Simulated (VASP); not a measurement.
Zn:

```xyz
1
Lattice="0.0000 1.9700 1.9700 1.9700 0.0000 1.9700 1.9700 1.9700 0.0000" Properties=species:S:1:pos:R:3 pbc="T T T"
Zn    0.0000    0.0000    0.0000
```

This isn't the form of Zn at room conditions, which is hcp.

| Item | Value |
| --- | --- |
| Program | VASP 6.6.1 |
| Task | relaxation of cell and atoms |
| Functional | r2SCAN |
| Potentials or basis | VASP PAW PBE potentials, release 64 (Zn) |
| Cutoff | 550 eV |
| k mesh | 19 × 19 × 19 |
| Occupations | fermi-dirac, width 0.1 eV |
| Spin | no spin polarisation |

At the start: pressure -4.7 GPa; volume 15.29 Å³/atom.

Q: How do energy, volume and symmetry change on relaxing?

A: Over 3 steps the energy falls by 15.5 meV/atom and the volume is 14.36 Å³/atom (-6.1 %); space group Fm-3m (No. 225, to 0.1 Å) before and after.

The path:
| step | energy change (eV) | largest force (eV/Å) | pressure (GPa) | volume (Å³) |
| --- | --- | --- | --- | --- |
| 1 | 0.0000 | 0.0000 | -4.67 | 15.29 |
| 2 | -0.0155 | 0.0000 | 0.26 | 14.33 |
| 3 | -0.0155 | 0.0000 | 0.06 | 14.36 |

Final structure:
```
CELL_PARAMETERS angstrom
0.00000 1.92919 1.92919
1.92919 0.00000 1.92919
1.92919 1.92919 0.00000
ATOMIC_POSITIONS crystal
Zn 0.00000 0.00000 0.00000
```

Caveat: the PAW data sets were made with another functional, which shifts forces and pressure a little.
